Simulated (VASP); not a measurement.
Rh: single point with PBE

The system is Rh.

```
Rh
1.0
     0.00000    1.89899    2.05148
     1.89899    0.00000    2.05148
     1.89899    1.89899    0.00000
Rh
1
Cartesian
  0.0000 0.0000 0.0000
```

This cell differs from its parent crystal: volume 14.796 Å^3 an atom, c/a of the conventional cell 1.0803.

```json
{
  "Program": "VASP 6.6.1",
  "Task": "single point",
  "Functional": "PBE",
  "Potentials or basis": "VASP PAW PBE potentials, release 64 (Rh_pv)",
  "Cutoff": "520 eV",
  "k mesh": "22 × 22 × 22",
  "Occupations": "gaussian, width 0.15 eV",
  "Spin": "no spin polarisation",
  "Dipole correction": "no",
  "Further INCAR settings": "ALGO = Fast; EDIFF = 1e-06; NBANDS = 14"
}
```

```json
{"Pressure": "-10.8 GPa"}
```

Stress tensor (GPa, compression positive):
```
 -5.55   0.00   0.00
  0.00  -5.55   0.00
  0.00   0.00 -21.24
```

Levels at points of the mesh, in eV from the Fermi level:
```
           k point  band 4  band 5  band 6  band 7  band 8  band 9  band 10  band 11
(0.00, 0.00, 0.00)   -7.41   -3.23   -2.44   -2.44   -1.37   -0.44    16.13    19.76
(0.50, 0.00, 0.00)   -5.51   -3.16   -2.40    0.34    0.67    0.85     7.97    15.35
(0.50, 0.50, 0.00)   -5.63   -5.29    0.55    0.83    0.83    2.22    10.05    13.85
(0.50, 0.00, 0.50)   -5.64   -5.27    0.41    0.53    1.24    3.74    12.09    12.19
```

It took 69 s on 1 thread of Intel(R) Xeon(R) Platinum 8488C (Sapphire Rapids), on a shared host, peak memory 0.26 GiB.
